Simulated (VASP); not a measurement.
Here is a VASP 6.6.1 calculation.

The input POSCAR:

```
Ag
1.0
   -1.6103805100      1.6535326600      1.6181576800
    1.6593070500     -1.6605473000      1.6740988600
    1.6393304800      1.6894972700     -1.6251723200
Ag
1
Direct
    0.0000000000      0.0000000000      0.0000000000
```

INCAR.step1

```
SYSTEM = Ag
PREC = Accurate
ENCUT = 400
EDIFF = 1E-5
ISMEAR = -1
SIGMA = 0.05
LREAL = .FALSE.
LASPH = .TRUE.
NELM = 200
ALGO = Normal
ISIF = 2
LWAVE = .TRUE.
LCHARG = .FALSE.
MAGMOM = 0 0 0
LORBIT = 11
LSORBIT = .TRUE.
GGA_COMPAT = .FALSE.
LORBMOM = .TRUE.
LMAXMIX = 4
GGA = PE
NBANDS = 22
KPAR = 4
```

File INCAR.step2:

```
SYSTEM = Ag
PREC = Accurate
ENCUT = 400
EDIFF = 1E-6
ISMEAR = -1
SIGMA = 0.05
LREAL = .FALSE.
LASPH = .TRUE.
NELM = 200
ALGO = Normal
ISIF = 2
LWAVE = .FALSE.
LCHARG = .FALSE.
MAGMOM = 0 0 0
LORBIT = 11
LSORBIT = .TRUE.
GGA_COMPAT = .FALSE.
LORBMOM = .TRUE.
LMAXMIX = 4
GGA = PE
LHFCALC = .TRUE.
HFSCREEN = 0.2079
PRECFOCK = Normal
ISTART = 1
NBANDS = 22
KPAR = 4
```

File KPOINTS:

```
regular mesh
0
G
  5 5 5
  0 0 0
```

Potentials or basis: VASP PAW PBE potentials, release 64 (Ag).

Run with:

```sh
$ cat potpaw_PBE.64/Ag/POTCAR > POTCAR
$ cp INCAR.step1 INCAR
$ mpirun -np 4 vasp_ncl > vasp.out
$ cp INCAR.step2 INCAR
$ mpirun -np 4 vasp_ncl > vasp.out
```

(1) What does it give for the pressure?

(2) What does it give for the net moment?

Answers

(1) -2.3 GPa.

(2) 0.00 μB per cell.

Caveat: the k points lie up to 0.54 Å⁻¹ apart; the PAW data sets were made with another functional, which shifts forces and pressure a little.
